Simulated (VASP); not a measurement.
A run of VASP 6.6.1:

File INCAR:

```
PREC = Accurate
ENCUT = 520
EDIFF = 1E-7
ISMEAR = 0
SIGMA = 0.02
LREAL = False
LASPH = True
NELM = 80
ALGO = Normal
ISIF = 2
LWAVE = False
LCHARG = True
GGA = PE
LELF = True
LVHAR = True
NBANDS = 21
```

The input KPOINTS:

```
Automatic mesh
0
Gamma
  12 12 4
```

The input POSCAR:

```
SiC
1.0
    3.0849668043      0.0000000000      0.0000000000
   -1.5424834022      2.6716596223      0.0000000000
    0.0000000000      0.0000000000      7.0616352116
Si C
3 3
Direct
    0.0000000000      0.5000000000      0.1666666667
    0.5000000000      0.5000000000      0.8333333333
    0.5000000000      0.0000000000      0.5000000000
    0.5000000000      0.5000000000      0.3333333333
    0.5000000000      0.0000000000      0.0000000000
    0.0000000000      0.5000000000      0.6666666667
```

Potentials or basis: VASP PAW PBE potentials, release 64 (Si, C).

Launch:

```sh
$ cat potpaw_PBE.64/Si/POTCAR potpaw_PBE.64/C/POTCAR > POTCAR
$ mpirun -np 1 vasp_std > vasp.out
```

Hardware: 1 thread of Intel(R) Xeon(R) 6975P-C (Granite Rapids) (shared host).

Estimate the wall time of this run.

Run time: 23 s on 1 thread of Intel(R) Xeon(R) 6975P-C (Granite Rapids) (shared host), peak memory 0.2 GiB. Counts: scf iterations 14, k points 57.
